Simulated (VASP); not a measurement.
Here is a VASP 6.6.1 calculation.

File INCAR:

```
SYSTEM = Al
ALGO     = Normal         ! electronic algorithm
EDIFF    = 1E-6           ! SCF threshold, eV
ENCUT    = 500            ! plane-wave cutoff, eV
GGA      = PE             ! functional
GGA_COMPAT= .FALSE.      
ISIF     = 2              ! what is computed and relaxed
ISMEAR   = -5             ! smearing method
ISPIN    = 2              ! spin polarisation
ISYM     = 0            
LASPH    = .TRUE.         ! aspherical terms in the spheres
LCHARG   = .FALSE.        ! write CHGCAR
LORBIT   = 11             ! projections on sites
LREAL    = .FALSE.        ! projectors in reciprocal space
LWAVE    = .FALSE.        ! write WAVECAR
MAGMOM   = 0              ! initial moments
NBANDS   = 12             ! bands
NELM     = 200            ! most SCF steps
PREC     = Accurate       ! precision mode
SIGMA    = 0.1            ! smearing width, eV
```

KPOINTS

```
k-points
0
G
  3 10 1
  0 0 0
```

File POSCAR:

```
Al
1.0
   -1.5912186900      1.5912186900      1.5912186900
    1.5912186900     -1.5912186900      1.5912186900
    1.5912186900      1.5912186900     -1.5912186900
Al
1
Direct
    0.0000000000      0.0000000000      0.0000000000
```

Potentials or basis: VASP PAW PBE potentials, release 64 (Al).

Launch:

```sh
$ cat potpaw_PBE.64/Al/POTCAR > POTCAR
$ mpirun -np 1 vasp_std > vasp.out
```

**Question.** Predict the net moment.

**Answer.** 0.00 μB per cell.

**Question.** Predict the pressure.

**Answer.** -13.4 GPa.

Stress tensor (GPa, compression positive):
```
-10.88 -74.02  46.66
-74.02  -0.63  55.83
 46.66  55.83 -28.54
```

Caveat: the k points lie up to 2.79 Å⁻¹ apart; tetrahedron occupations give inexact forces and stress in metals.
